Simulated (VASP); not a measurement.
# Pr2B (P4/nmm) in VASP: single point with PBE

Aim: the single point of Pr2B with PBE.

Everything below comes from runs of VASP 6.6.1. Logs are shortened: lines on timing, memory, paths and dates and some standing lists are left out, and cuts for length are marked.

### 1 The cell of the first run

It takes space group P4/nmm (No. 129, tetragonal). The conventional cell has a = 4.520 Å, b = 4.520 Å, c = 7.148 Å, α = 90.00°, β = 90.00°, γ = 90.00°. Pr (site symmetry -4m2) has 4 B at 2.87 Å and 8 Pr at 3.20 to 3.58 Å within 3.8 Å. Within 3.4 Å of Pr (site symmetry 4mm) lie 5 B at 2.61 to 3.35 Å. Within 3.4 Å of B (site symmetry 4mm) lie 9 Pr at 2.61 to 3.35 Å.

The cell was built from a structure type or drawn by symmetry, and may not be a known phase.

### 2 Single point, PBE

INCAR

```
SYSTEM = Pr2B
PREC     = Accurate       ! precision mode
ENCUT    = 500            ! plane-wave cutoff, eV
EDIFF    = 1E-6           ! SCF threshold, eV
ISMEAR   = 0              ! smearing method
SIGMA    = 0.2            ! smearing width, eV
LREAL    = .FALSE.        ! projectors in reciprocal space
LASPH    = .TRUE.         ! aspherical terms in the spheres
NELM     = 200            ! most SCF steps
ALGO     = Normal         ! electronic algorithm
ISIF     = 2              ! what is computed and relaxed
LWAVE    = .FALSE.        ! write WAVECAR
LCHARG   = .FALSE.        ! write CHGCAR
GGA      = PE             ! functional
NBANDS   = 34             ! bands
GGA_COMPAT= .FALSE.      
LMAXMIX  = 6              ! l up to which the mixer works
```

KPOINTS

```
Automatic mesh
0
G
  4 4 2
  0 0 0
```

POSCAR

```
Pr2B
1.0
    4.5198416642      0.0000000000      0.0000000000
    0.0000000000      4.5198416642      0.0000000000
    0.0000000000      0.0000000000      7.1476615794
Pr B
4 2
Direct
    0.0000000000      0.0000000000      0.0000000000
    0.5000000000      0.5000000000      0.0000000000
    0.0000000000      0.5000000000      0.3886471815
    0.5000000000      0.0000000000      0.6113528185
    0.0000000000      0.5000000000      0.7532691498
    0.5000000000      0.0000000000      0.2467308502
```

Potentials or basis: VASP PAW PBE potentials, release 64 (Pr_3, B), 4f in core.

The run is started by

```bash
> cat potpaw_PBE.64/Pr_3/POTCAR potpaw_PBE.64/B/POTCAR > POTCAR
> mpirun -np 1 vasp_std > vasp.out
```

OUTCAR:

```text
SYSTEM = Pr2B
   PREC = Accurate
   ENCUT = 500
   EDIFF = 1E-6
   ISMEAR = 0
   LREAL = .FALSE.
   LASPH = .TRUE.
   NELM = 200
   ISIF = 2
   GGA = PE

 ion  position               nearest neighbor table
   1  0.000  0.000  0.000-   5 2.87   6 2.87   5 2.87   6 2.87   2 3.20   2 3.20   2 3.20   2 3.20
                             3 3.58   4 3.58   3 3.58   4 3.58
   2  0.500  0.500  0.000-   5 2.87   6 2.87   6 2.87   5 2.87   1 3.20   1 3.20   1 3.20   1 3.20
                             3 3.58   3 3.58   4 3.58   4 3.58
   3  0.000  0.500  0.389-   5 2.61   4 3.57   4 3.57   4 3.57   4 3.57   1 3.58   2 3.58   2 3.58
                             1 3.58
   4  0.500  0.000  0.611-   6 2.61   3 3.57   3 3.57   3 3.57   3 3.57   1 3.58   1 3.58   2 3.58
                             2 3.58
   5  0.000  0.500  0.753-   3 2.61   2 2.87   1 2.87   1 2.87   2 2.87
   6  0.500  0.000  0.247-   4 2.61   2 2.87   1 2.87   2 2.87   1 2.87

  LATTYP: Found a simple tetragonal cell.
 ALAT       =     4.5198416642
 C/A-ratio  =     1.5813964538

  Lattice vectors:

 A1 = (   4.5198416642,   0.0000000000,   0.0000000000)
 A2 = (   0.0000000000,   4.5198416642,   0.0000000000)
 A3 = (   0.0000000000,   0.0000000000,   7.1476615794)

Analysis of symmetry for initial positions (statically):
=====================================================================
 Subroutine PRICEL returns:
 Original cell was already a primitive cell.

 Routine SETGRP: Setting up the symmetry group for a
 simple tetragonal supercell.

 Subroutine GETGRP returns: Found 16 space group operations
 (whereof  8 operations were pure point group operations)
 out of a pool of 16 trial point group operations.

The static configuration has the point symmetry D_2d.
 The point group associated with its full space group is D_4h.

Analysis of symmetry for dynamics (positions and initial velocities):
=====================================================================
 Subroutine PRICEL returns:
 Original cell was already a primitive cell.

 Routine SETGRP: Setting up the symmetry group for a
 simple tetragonal supercell.

 Subroutine GETGRP returns: Found 16 space group operations
 (whereof  8 operations were pure point group operations)
 out of a pool of 16 trial point group operations.

The dynamic configuration has the point symmetry D_2d.
 The point group associated with its full space group is D_4h.

 Subroutine INISYM returns: Found 16 space group operations
 (whereof  8 operations are pure point group operations),
 and found     1 'primitive' translations
[... 93 lines left out ...]
   NSW    =      0    number of steps for IOM
   IBRION =     -1    ionic relax: 0-MD 1-quasi-New 2-CG
   NFREE  =      0    steps in history (QN), initial steepest desc. (CG)
   ISIF   =      2    stress and relaxation
   ISYM   =      2    0-nonsym 1-usesym 2-fastsym
   POTIM  = 0.5000    time-step for ionic-motion
   TEBEG  =    0.0;   TEEND  =   0.0 temperature during run
   PSTRESS=    0.0 pullay stress
   NELECT =      50.0000    total number of electrons
   NUPDOWN=      -1.0000    fix difference up-down
   EMIN   =  10.00;   EMAX   =-10.00  energy-range for DOS
   EFERMI =   0.00;   METHOD = LEGACY
   ISMEAR =     0;   SIGMA  =   0.20  broadening in eV -4-tet -1-fermi 0-gaus
   EFERMI_NEDOS =   21; number of points for ismear=-14 and -15
   IALGO  =     38    algorithm
   IMIX   =      4    mixing-type and parameters
     AMIX     =   0.40;   BMIX     =  1.00
     AMIX_MAG =   1.60;   BMIX_MAG =  1.00
  volume/ion in A,a.u.               =      24.34       164.23
  Fermi-wavevector in a.u.,A,eV,Ry     =   1.145323  2.164347 17.847647  1.311765
  Thomas-Fermi vector in A             =   2.282012
   LORBIT       =      0    0 simple, 1 ext, 2 COOP (PROOUT), +10 PAW based schemes
   GGA     = PE    functional components
   LHFCALC =     F    Hartree Fock is set to
   AEXX    =    0.0000 exact exchange contribution
   IVDW    =     0    specifies the selected vdW correction
   LEPSILON=     F    determine dielectric tensor
   LRPA    =     F    only Hartree local field effects (RPA)
 non-spin polarized calculation
 Gauss-broadening in eV      SIGMA  =   0.20
  energy-cutoff  :      500.00
  volume of cell :      146.02
 maximum number of plane-waves:      3728
 NGX is ok and might be reduce to    36
   NGX = 17   NGY = 17   NGZ = 27

 number of electron      49.9999999 magnetization

 Free energy of the ion-electron system (eV)
  ---------------------------------------------------
  ext. energy  EPLUGINS =         0.00000000
  ---------------------------------------------------
  free energy    TOTEN  =       -30.86981683 eV

  energy without entropy =      -30.77389484  energy(sigma->0) =      -30.82185583

 E-fermi :   4.1437     XC(G=0): -10.2110

 val. band max:        4.1331160202   @ k =   0.2500   0.2500   0.0000
 cond. band min:       4.2236712272   @ k =   0.5000   0.2500   0.0000
 fundamental gap:      0.0905552070
 Fermi energy:         4.1437387517

 k-point     1 :       0.0000    0.0000    0.0000
  band No.  band energies     occupation
      1     -32.2888      2.00000
      2     -32.1340      2.00000
      3     -32.0050      2.00000
      4     -31.5490      2.00000
      5     -14.7962      2.00000
      6     -14.7962      2.00000
[... 433 lines left out ...]
     33       7.2263      0.00000
     34       7.2264      0.00000

------------------------ aborting loop because EDIFF is reached ----------------------------------------

  FORCE on cell =-STRESS in cart. coord.  units (eV):
  Direction    XX          YY          ZZ          XY          YZ          ZX
  --------------------------------------------------------------------------------------
  -------------------------------------------------------------------------------------
  Total        0.1550497      0.1550497     -0.2402887      0.0000000      0.0000000      0.0000000
  in kB        1.7012617      1.7012617     -2.6365347      0.0000000      0.0000000      0.0000000
  external PRESSURE =       0.2553295 kB  Pullay stress =       0.0000000 kB

 VOLUME and BASIS-vectors are now :
 -----------------------------------------------------------------------------
  energy-cutoff  :      500.00
  volume of cell :      146.02
      direct lattice vectors                 reciprocal lattice vectors
     4.519841664  0.000000000  0.000000000     0.221246688  0.000000000  0.000000000
     0.000000000  4.519841664  0.000000000     0.000000000  0.221246688  0.000000000
     0.000000000  0.000000000  7.147661579     0.000000000  0.000000000  0.139905896

 POSITION                                       TOTAL-FORCE (eV/Angst)
 -----------------------------------------------------------------------------------
      0.00000      0.00000      0.00000         0.000000     -0.000000      0.000000
      2.25992      2.25992      0.00000         0.000000      0.000000      0.000000
      0.00000      2.25992      2.77792         0.000000      0.000000      0.022109
      2.25992      0.00000      4.36974         0.000000     -0.000000     -0.022109
      0.00000      2.25992      5.38411        -0.000000      0.000000      0.026152
      2.25992      0.00000      1.76355         0.000000     -0.000000     -0.026152
 -----------------------------------------------------------------------------------
    total drift:                                0.000000      0.000000      0.000000

  FREE ENERGIE OF THE ION-ELECTRON SYSTEM (eV)
  ---------------------------------------------------
  free  energy   TOTEN  =       -30.8698168272 eV

  energy  without entropy=      -30.7738948381  energy(sigma->0) =      -30.82185583
```

OSZICAR:

```text
N       E                     dE             d eps       ncg     rms          rms(c)
DAV:   1     0.383810107763E+03    0.38381E+03   -0.23145E+04   816   0.133E+03
DAV:   2    -0.597544059520E+01   -0.38979E+03   -0.37699E+03   936   0.332E+02
DAV:   3    -0.325445143942E+02   -0.26569E+02   -0.26135E+02  1318   0.684E+01
DAV:   4    -0.336614373713E+02   -0.11169E+01   -0.11127E+01  1176   0.131E+01
DAV:   5    -0.337062377839E+02   -0.44800E-01   -0.44768E-01  1216   0.221E+00    0.116E+01
DAV:   6    -0.310567600680E+02    0.26495E+01   -0.16003E+01   960   0.119E+01    0.611E+00
DAV:   7    -0.309094470779E+02    0.14731E+00   -0.16297E+00  1080   0.500E+00    0.305E+00
DAV:   8    -0.308752412844E+02    0.34206E-01   -0.23937E-01  1188   0.204E+00    0.744E-01
DAV:   9    -0.308691476529E+02    0.60936E-02   -0.37432E-02  1210   0.747E-01    0.361E-01
DAV:  10    -0.308698440600E+02   -0.69641E-03   -0.67230E-03  1192   0.276E-01    0.164E-01
DAV:  11    -0.308698241261E+02    0.19934E-04   -0.18983E-03  1024   0.203E-01    0.220E-02
DAV:  12    -0.308698211489E+02    0.29772E-05   -0.87037E-05  1224   0.376E-02    0.734E-03
DAV:  13    -0.308698165227E+02    0.46262E-05   -0.69720E-06   908   0.130E-02    0.381E-03
DAV:  14    -0.308698168272E+02   -0.30452E-06   -0.10283E-06   582   0.519E-03
   1 F= -.30869817E+02 E0= -.30821856E+02  d E =-.959220E-01
```

Run time: 38 s. Hardware: 1 thread of Intel Xeon 6975P-C (Granite Rapids), shared host; peak memory 0.26 GiB.

Results:

```yaml
Free_energy: -30.8698 eV
Pressure: 0.0 GPa
Largest_force: 0.026 eV/Å
Band_gap_on_the_k_mesh: zero (bands 25 and 26 overlap by 0.89 eV)
```

Forces on the atoms (eV/Å):
```
Pr   0.000  0.000  0.000
Pr   0.000  0.000  0.000
Pr   0.000  0.000  0.022
Pr   0.000  0.000 -0.022
B    0.000  0.000  0.026
B    0.000  0.000 -0.026
```

Caveat: the k points lie up to 0.44 Å⁻¹ apart, too coarse for converged energies and pressures of a metal; spin-orbit coupling is left out, which moves the levels of the heavy elements; the 4f electrons are frozen in the core, so they carry no moment and show no levels. Spin polarisation is off, so any magnetic state and its effect on volume and gap are missing.
